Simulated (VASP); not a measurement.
Input of a VASP 6.6.1 run:

File INCAR:

```
  ALGO = Normal
  EDIFF = 1E-7
  ENCUT = 520
  GGA = PE
  ISIF = 2
  ISMEAR = 0
  LASPH = T
  LCHARG = F
  LREAL = Auto
  LWAVE = F
  NBANDS = 47
  NELM = 100
  PREC = Accurate
  SIGMA = 0.05
```

File KPOINTS:

```
k-points
0
Gamma
  2 2 2
```

File POSCAR:

```
Mg9O8
1.0
    0.0000000000      4.3915000000      4.3915000000
    4.3915000000      0.0000000000      4.3915000000
    4.3915000000      4.3915000000      0.0000000000
Mg O
9 8
Direct
    0.0030741205     -0.0015302289      0.0151324149
    0.0084867357      0.0102701810      0.5099857680
   -0.0503987248      0.5114646476      0.0090918820
   -0.0123718547      0.5120318798      0.5306282591
    0.5164097689     -0.0492124559      0.0047408630
    0.5145374018     -0.0112560628      0.5310385973
    0.4094257088      0.4118793123     -0.0863347376
    0.5383355346      0.5554950473      0.4758099738
    0.4803242628      0.4751563247      0.1826742571
    0.2499751793      0.2505982011      0.2860685415
    0.2617762723      0.2609278151      0.7842899920
    0.2331493795      0.7718858021      0.2899766595
    0.2505938745      0.7763586474      0.7315903450
    0.7789889559      0.2224403962      0.2830850507
    0.7703983832      0.2546486394      0.7272675623
    0.7674978937      0.7669768872      0.2461794375
    0.7796734601      0.7768072413      0.7301532506
```

Potentials or basis: VASP PAW PBE potentials, release 64 (Mg, O).

Run with:

```sh
$ cat potpaw_PBE.64/Mg/POTCAR potpaw_PBE.64/O/POTCAR > POTCAR
$ mpirun -np 1 vasp_std > vasp.out
```

Task: What does it give for the pressure?

Result: 17.9 GPa.

Task: What does it give for the band gap on the k mesh?

Result: 0.03 eV.

Stress tensor (GPa, compression positive):
```
18.73  5.17 -1.55
 5.17 18.62 -1.70
-1.55 -1.70 16.29
```

Caveat: the k points lie up to 0.62 Å⁻¹ apart.
